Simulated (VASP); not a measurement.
Here is a VASP 6.6.1 calculation.

The input INCAR:

```
PREC = Accurate ; ENCUT = 520
EDIFF = 1E-7 ; ISMEAR = 0
SIGMA = 0.02 ; LREAL = F
LASPH = T ; NELM = 100
ALGO = Normal ; ISIF = 2
LWAVE = F ; LCHARG = F
GGA = PE ; NBANDS = 26
```

The input KPOINTS:

```
regular mesh
0
Gamma
  8 8 6
```

Contents of POSCAR:

```
C
1.0
    3.5743114202      0.0000000000      0.0000000000
    0.0000000000      3.5743114202      0.0000000000
    0.0000000000      0.0000000000      4.3351434677
C
8
Direct
    0.7848873224      0.5000000000      0.1815931631
    0.5000000000      0.7848873224      0.6815931631
    0.5000000000      0.2151126776      0.6815931631
    0.7848873224      0.5000000000      0.8184068369
    0.2151126776      0.5000000000      0.8184068369
    0.2151126776      0.5000000000      0.1815931631
    0.5000000000      0.7848873224      0.3184068369
    0.5000000000      0.2151126776      0.3184068369
```

Potentials or basis: VASP PAW PBE potentials, release 64 (C).

Command:

```sh
$ cat potpaw_PBE.64/C/POTCAR > POTCAR
$ mpirun -np 1 vasp_std > vasp.out
```

Task: Predict the pressure.

Result: 0.5 GPa.

Task: Estimate the band gap on the k mesh.

Result: 1.73 eV, indirect (least direct gap 2.24 eV).

Forces on the atoms (eV/Å):
```
C    0.017  0.000  0.007
C    0.000  0.017  0.007
C    0.000 -0.017  0.007
C    0.017  0.000 -0.007
C   -0.017  0.000 -0.007
C   -0.017  0.000  0.007
C    0.000  0.017 -0.007
C    0.000 -0.017 -0.007
```

A k mesh can miss the band edges. As with any semilocal functional, this PBE gap is likely too small.
